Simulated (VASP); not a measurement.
Wanted: the native input for a VASP 6.6.1 run.

```yaml
Task: single point
Functional: PBE
Potentials_or_basis: VASP PAW PBE potentials, release 64 (Al, Ga_d, Sb)
Cutoff: 520 eV
k_mesh: 6 × 6 × 2
Occupations: gaussian, width 0.1 eV
Spin: no spin polarisation
Dipole_correction: no
Further_INCAR_settings: ALGO = Normal; EDIFF = 1e-06; NBANDS = 26
```

The structure of Al2GaSb3 lies in POSCAR:

```
Al2GaSb3
1.0
    4.1487648224      0.0000000000      0.0000000000
   -2.0743824112      3.5929357306      0.0000000000
    0.0000000000      0.0000000000      9.9137931836
Al Ga Sb
2 1 3
Direct
    0.3333333333      0.6666666667      0.7360155226
    0.3333333333      0.6666666667      0.4197841447
    0.0000000000      0.0000000000      0.2675071003
    0.6666666667      0.3333333333      0.5756405684
    0.6666666667      0.3333333333      0.1020099010
    0.0000000000      0.0000000000      0.8990418030
```

The cell was built from a structure type or drawn by symmetry, and may not be a known phase.

These files were run (other wordings do the same):

INCAR

```
PREC = Accurate
ENCUT = 520
EDIFF = 1E-6
ISMEAR = 0
SIGMA = 0.1
LREAL = False
LASPH = True
NELM = 100
ALGO = Normal
ISIF = 2
LWAVE = False
LCHARG = False
GGA = PE
NBANDS = 26
```

KPOINTS

```
Automatic mesh
0
Gamma
  6 6 2
```

Potentials or basis: VASP PAW PBE potentials, release 64 (Al, Ga_d, Sb).

Command:

```bash
$ cat potpaw_PBE.64/Al/POTCAR potpaw_PBE.64/Ga_d/POTCAR potpaw_PBE.64/Sb/POTCAR > POTCAR
$ mpirun -np 1 vasp_std > vasp.out
```

Results of the run:

```json
{
  "Pressure": "0.1 GPa",
  "Largest force": "0.011 eV/Å",
  "Band gap on the k mesh": "zero (bands 17 and 18 overlap by 1.35 eV)"
}
```

Caveat: spin-orbit coupling is left out, which moves the levels of the heavy elements.

It took 85 s on 1 thread of Intel Xeon 8259CL, on a shared host, peak memory 0.29 GiB.
